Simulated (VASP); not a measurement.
# CaS (Fm-3m) in VASP: notebook

CaS is run at these levels: PBE, PBE-based screened hybrid, PBE-based global hybrid; tasks: single point.

Program: VASP 6.6.1. These are calculated values, not measurements. Logs are shortened: lines on timing, memory, paths and dates and some standing lists are left out, and cuts for length are marked.

## 1. The cell of the first run

It takes space group Fm-3m (No. 225, cubic). Conventional cell: a = 5.696 Å, b = 5.696 Å, c = 5.696 Å, α = 90.00°, β = 90.00°, γ = 90.00°. Ca (site symmetry m-3m) has 6 S at 2.85 Å within 3.8 Å. Within 3.8 Å of S (site symmetry m-3m) lie 6 Ca at 2.85 Å.

## 2. Single point, PBE

The input, INCAR:

```
ALGO     = Normal         # electronic algorithm
EDIFF    = 1E-6           # SCF threshold, eV
ENCUT    = 500            # plane-wave cutoff, eV
GGA      = PE             # functional
GGA_COMPAT= F            
ISIF     = 2              # what is computed and relaxed
ISMEAR   = 0              # smearing method
LASPH    = T              # aspherical terms in the spheres
LCHARG   = T              # write CHGCAR
LELF     = T              # ELF
LREAL    = F              # projectors in reciprocal space
LVHAR    = T            
LWAVE    = F              # write WAVECAR
NBANDS   = 15             # bands
NELM     = 120            # most SCF steps
PREC     = Accurate       # precision mode
SIGMA    = 0.01           # smearing width, eV
```

The input, KPOINTS:

```
k-points
0
Gamma
  6 6 6
```

The input, POSCAR:

```
CaS
1.0
    0.0000000000      2.8479451031      2.8479451031
    2.8479451031      0.0000000000      2.8479451031
    2.8479451031      2.8479451031      0.0000000000
Ca S
1 1
Direct
    0.0000000000      0.0000000000      0.0000000000
    0.5000000000      0.5000000000      0.5000000000
```

Potentials or basis: VASP PAW PBE potentials, release 64 (Ca_sv, S).

Started as:

```
cat potpaw_PBE.64/Ca_sv/POTCAR potpaw_PBE.64/S/POTCAR > POTCAR
mpirun -np 1 vasp_std > vasp.out
```

OUTCAR:

```text
EDIFF = 1E-6
   ENCUT = 500
   GGA = PE
   ISIF = 2
   ISMEAR = 0
   LASPH = T
   LREAL = F
   NELM = 120
   PREC = Accurate

 ion  position               nearest neighbor table
   1  0.000  0.000  0.000-   2 2.85   2 2.85   2 2.85   2 2.85   2 2.85   2 2.85
   2  0.500  0.500  0.500-   1 2.85   1 2.85   1 2.85   1 2.85   1 2.85   1 2.85

  LATTYP: Found a face centered cubic cell.
 ALAT       =     5.6958902062

  Lattice vectors:

 A1 = (   0.0000000000,   2.8479451031,   2.8479451031)
 A2 = (   2.8479451031,   0.0000000000,   2.8479451031)
 A3 = (   2.8479451031,   2.8479451031,   0.0000000000)

Analysis of symmetry for initial positions (statically):
=====================================================================
 Subroutine PRICEL returns:
 Original cell was already a primitive cell.

 Routine SETGRP: Setting up the symmetry group for a
 face centered cubic supercell.

 Subroutine GETGRP returns: Found 48 space group operations
 (whereof 48 operations were pure point group operations)
 out of a pool of 48 trial point group operations.

The static configuration has the point symmetry O_h .

Analysis of symmetry for dynamics (positions and initial velocities):
=====================================================================
 Subroutine PRICEL returns:
 Original cell was already a primitive cell.

 Routine SETGRP: Setting up the symmetry group for a
 face centered cubic supercell.

 Subroutine GETGRP returns: Found 48 space group operations
 (whereof 48 operations were pure point group operations)
 out of a pool of 48 trial point group operations.

The dynamic configuration has the point symmetry O_h .

 Subroutine INISYM returns: Found 48 space group operations
 (whereof 48 operations are pure point group operations),
 and found     1 'primitive' translations

----------------------------------------------------------------------------------------

                                     Primitive cell

  volume of cell :      46.1982

  direct lattice vectors                    reciprocal lattice vectors
     0.000000000  2.847945103  2.847945103    -0.175565182  0.175565182  0.175565182
     2.847945103  0.000000000  2.847945103     0.175565182 -0.175565182  0.175565182
     2.847945103  2.847945103  0.000000000     0.175565182  0.175565182 -0.175565182

  length of vectors
     4.027602590  4.027602590  4.027602590     0.304087815  0.304087815  0.304087815

  position of ions in fractional coordinates (direct lattice)
     0.000000000  0.000000000  0.000000000
[... 79 lines left out ...]
   PSTRESS=    0.0 pullay stress
   NELECT =      16.0000    total number of electrons
   NUPDOWN=      -1.0000    fix difference up-down
   EMIN   =  10.00;   EMAX   =-10.00  energy-range for DOS
   EFERMI =   0.00;   METHOD = LEGACY
   ISMEAR =     0;   SIGMA  =   0.01  broadening in eV -4-tet -1-fermi 0-gaus
   EFERMI_NEDOS =   21; number of points for ismear=-14 and -15
   IALGO  =     38    algorithm
   IMIX   =      4    mixing-type and parameters
     AMIX     =   0.40;   BMIX     =  1.00
     AMIX_MAG =   1.60;   BMIX_MAG =  1.00
  volume/ion in A,a.u.               =      23.10       155.88
  Fermi-wavevector in a.u.,A,eV,Ry     =   1.149670  2.172561 17.983381  1.321741
  Thomas-Fermi vector in A             =   2.286338
   LORBIT       =      0    0 simple, 1 ext, 2 COOP (PROOUT), +10 PAW based schemes
   GGA     = PE    functional components
   LHFCALC =     F    Hartree Fock is set to
   AEXX    =    0.0000 exact exchange contribution
   IVDW    =     0    specifies the selected vdW correction
   LEPSILON=     F    determine dielectric tensor
   LRPA    =     F    only Hartree local field effects (RPA)
 non-spin polarized calculation
 Gauss-broadening in eV      SIGMA  =   0.01
  energy-cutoff  :      500.00
  volume of cell :       46.20
 maximum number of plane-waves:      1211
 NGX is ok and might be reduce to    30
   NGX = 15   NGY = 15   NGZ = 15

 number of electron      16.0000004 magnetization

 Free energy of the ion-electron system (eV)
  ---------------------------------------------------
  ext. energy  EPLUGINS =         0.00000000
  ---------------------------------------------------
  free energy    TOTEN  =       -10.36328067 eV

  energy without entropy =      -10.36328067  energy(sigma->0) =      -10.36328067

 E-fermi :   2.7901     XC(G=0):  -9.3131

 val. band max:        2.7252719413   @ k =   0.0000   0.0000   0.0000
 cond. band min:       5.0829725108   @ k =   0.5000   0.5000   0.0000
 fundamental gap:      2.3577005695
 Fermi energy:         2.7900978226

 k-point     1 :       0.0000    0.0000    0.0000
  band No.  band energies     occupation
      1     -36.4747      2.00000
      2     -17.4546      2.00000
      3     -17.4546      2.00000
      4     -17.4546      2.00000
      5      -8.5990      2.00000
      6       2.7253      2.00000
      7       2.7253      2.00000
      8       2.7253      2.00000
      9       6.8695      0.00000
     10       6.8895      0.00000
     11       6.8895      0.00000
     12       6.8895      0.00000
     13       7.4828      0.00000
     14       7.4828      0.00000
[... 257 lines left out ...]
      2     -17.5583      2.00000
      3     -17.5215      2.00000
      4     -17.5106      2.00000
      5      -7.8890      2.00000
      6       0.6687      2.00000
      7       1.3229      2.00000
      8       1.3447      2.00000
      9       6.3974      0.00000
     10       8.6264      0.00000
     11       8.6317      0.00000
     12       9.2514      0.00000
     13       9.5176      0.00000
     14      10.5689      0.00000
     15      12.7175      0.00000

------------------------ aborting loop because EDIFF is reached ----------------------------------------

  FORCE on cell =-STRESS in cart. coord.  units (eV):
  Direction    XX          YY          ZZ          XY          YZ          ZX
  --------------------------------------------------------------------------------------
  -------------------------------------------------------------------------------------
  Total        0.1846033      0.1846033      0.1846033     -0.0000000      0.0000000     -0.0000000
  in kB        6.4021418      6.4021418      6.4021418     -0.0000000      0.0000000     -0.0000000
  external PRESSURE =       6.4021418 kB  Pullay stress =       0.0000000 kB

 VOLUME and BASIS-vectors are now :
 -----------------------------------------------------------------------------
  energy-cutoff  :      500.00
  volume of cell :       46.20
      direct lattice vectors                 reciprocal lattice vectors
     0.000000000  2.847945103  2.847945103    -0.175565182  0.175565182  0.175565182
     2.847945103  0.000000000  2.847945103     0.175565182 -0.175565182  0.175565182
     2.847945103  2.847945103  0.000000000     0.175565182  0.175565182 -0.175565182

 POSITION                                       TOTAL-FORCE (eV/Angst)
 -----------------------------------------------------------------------------------
      0.00000      0.00000      0.00000         0.000000     -0.000000     -0.000000
      2.84795      2.84795      2.84795        -0.000000      0.000000      0.000000
 -----------------------------------------------------------------------------------
    total drift:                               -0.000000      0.000000      0.000000

  FREE ENERGIE OF THE ION-ELECTRON SYSTEM (eV)
  ---------------------------------------------------
  free  energy   TOTEN  =       -10.3632806704 eV

  energy  without entropy=      -10.3632806704  energy(sigma->0) =      -10.36328067
```

stdout:

```text
POSCAR found type information on POSCAR CaS
 POSCAR found :  2 types and       2 ions
 scaLAPACK will be used
 LDA part: xc-table for (Slater+PW92), standard interpolation
 POSCAR, INCAR and KPOINTS ok, starting setup
 FFT: planning ... GRIDC
 FFT: planning ... GRID_SOFT
 FFT: planning ... GRID
 WAVECAR not read
 entering main loop
```

Run time: 7.5 s. Hardware: 1 thread of Intel Xeon Platinum 8488C (Sapphire Rapids), shared host; peak memory 0.16 GiB.

What came out:

- Free energy: -10.3633 eV
- Pressure: 0.6 GPa
- Band gap on the k mesh: 2.36 eV, indirect (least direct gap 3.16 eV)

## 3. Single point, PBE-based screened hybrid

POSCAR is that of step 2.

The input, INCAR.step1:

```
SYSTEM = CaS
PREC = Accurate ; ENCUT = 400
EDIFF = 1E-5 ; ISMEAR = 0
SIGMA = 0.01 ; LREAL = .FALSE.
LASPH = .TRUE. ; NELM = 120
ALGO = Normal ; ISIF = 2
LWAVE = .TRUE. ; LCHARG = .FALSE.
GGA = PE ; NBANDS = 15
GGA_COMPAT = .FALSE.
```

The input, INCAR.step2:

```
SYSTEM = CaS
PREC = Accurate ; ENCUT = 400
EDIFF = 1E-6 ; ISMEAR = 0
SIGMA = 0.01 ; LREAL = .FALSE.
LASPH = .TRUE. ; NELM = 120
ALGO = Normal ; ISIF = 2
LWAVE = .FALSE. ; LCHARG = .FALSE.
GGA = PE ; LHFCALC = .TRUE.
AEXX = 0.05 ; HFSCREEN = 0.5
PRECFOCK = Normal ; ISTART = 1
NBANDS = 15 ; GGA_COMPAT = .FALSE.
```

The input, KPOINTS:

```
regular mesh
0
G
  4 4 4
  0 0 0
```

Potentials or basis: VASP PAW PBE potentials, release 64 (Ca_sv, S).

Started as:

```
cat potpaw_PBE.64/Ca_sv/POTCAR potpaw_PBE.64/S/POTCAR > POTCAR
cp INCAR.step1 INCAR
mpirun -np 1 vasp_std > vasp.out
cp INCAR.step2 INCAR
mpirun -np 1 vasp_std > vasp.out
```

It took 87 s on 1 thread of Intel Xeon Platinum 8488C (Sapphire Rapids), shared host; peak memory 0.25 GiB.

Results (log left out):

| Property | Result |
| --- | --- |
| Free energy | -10.4886 eV |
| Pressure | 0.7 GPa |
| Band gap on the k mesh | 2.46 eV, indirect (least direct gap 3.27 eV) |

Levels at points of the mesh, in eV from the valence-band top:
```csv
k point,band 6,band 7,band 8,band 9,band 10,band 11
"(0.00, 0.00, 0.00)",0.00,0.00,0.00,4.24,4.30,4.30
"(0.50, 0.00, 0.00)",-3.12,-1.16,-1.16,5.30,6.24,6.39
"(0.50, 0.50, 0.00)",-2.30,-0.82,-0.82,2.46,5.77,6.12
```

Caveat: the k points lie up to 0.48 Å⁻¹ apart; the PAW data sets were made with another functional, which shifts forces and pressure a little.

(Continued in part 2 of 3.)
